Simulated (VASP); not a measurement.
**NaH: single point with PBE**

Crystal: NaH.

```
Na H
1.0
     0.00000    2.59692    2.59692
     2.59692    0.00000    2.59692
     2.59692    2.59692    0.00000
Na H
1 1
Cartesian
  0.0000 0.0000 0.0000
  1.2985 1.2985 1.2985
```

```json
{
  "Program": "VASP 6.6.1",
  "Task": "single point",
  "Functional": "PBE",
  "Potentials or basis": "VASP PAW PBE potentials, release 64 (Na_pv, H)",
  "Cutoff": "520 eV",
  "k mesh": "8 × 8 × 8",
  "Occupations": "fermi-dirac, width 0.02 eV",
  "Spin": "no spin polarisation"
}
```

| Property | Result |
| --- | --- |
| Pressure | 0.2 GPa |
| Band gap on the k mesh | 3.61 eV (least direct gap 4.32 eV) |

Levels at points of the mesh, in eV from the valence-band top:
| k point | band 1 | band 2 | band 3 | band 4 | band 5 | band 6 | band 7 | band 8 |
| --- | --- | --- | --- | --- | --- | --- | --- | --- |
| (0.00, 0.00, 0.00) | -21.99 | -21.99 | -21.99 | -2.84 | 8.22 | 13.34 | 13.34 | 13.34 |
| (0.50, 0.00, 0.00) | -22.04 | -22.00 | -22.00 | -0.71 | 3.61 | 10.67 | 12.60 | 12.60 |
| (0.50, 0.50, 0.00) | -22.04 | -22.01 | -22.01 | -0.08 | 5.04 | 7.45 | 9.75 | 9.75 |

Run time: 17 s on 1 thread of Intel Xeon 8259CL, with other jobs on the host, peak memory 0.15 GiB.

Caveat: the structure was generated, so it needn't be the stable form of NaH. A k mesh can miss the band edges.
